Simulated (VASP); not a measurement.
The system is Ir.

```
CELL_PARAMETERS angstrom
0.00000 1.91970 1.91970
1.91970 0.00000 1.91970
1.91970 1.91970 0.00000
ATOMIC_POSITIONS crystal
Ir 0.00000 0.00000 0.00000
```

```yaml
Program: VASP 6.6.1
Task: relaxation of cell and atoms
Functional: LDA
Potentials_or_basis: VASP PAW LDA potentials, release 64 (Ir_sv_GW)
Cutoff: 560 eV
k_mesh: 18 × 18 × 18
Occupations: gaussian, width 0.1 eV
Spin: no spin polarisation
```

At the start: pressure -9.0 GPa; volume 14.15 Å³/atom.

How do energy, volume and symmetry change on relaxing?

Over 4 steps the energy falls by 9.1 meV/atom and the volume is 13.83 Å³/atom (-2.2 %); space group Fm-3m (No. 225, to 0.1 Å) before and after.

The path:
```tsv
step	energy change (eV)	largest force (eV/Å)	pressure (GPa)	volume (Å³)
1	0.0000	0.0000	-8.97	14.15
2	0.1658	0.0000	49.42	12.59
3	-0.0091	0.0000	-0.42	13.84
4	-0.0091	0.0000	-0.05	13.83
```

Final structure:
```
Ir
1.0
     0.00000    1.90528    1.90528
     1.90528    0.00000    1.90528
     1.90528    1.90528    0.00000
Ir
1
Direct
  0.00000 0.00000 0.00000
```
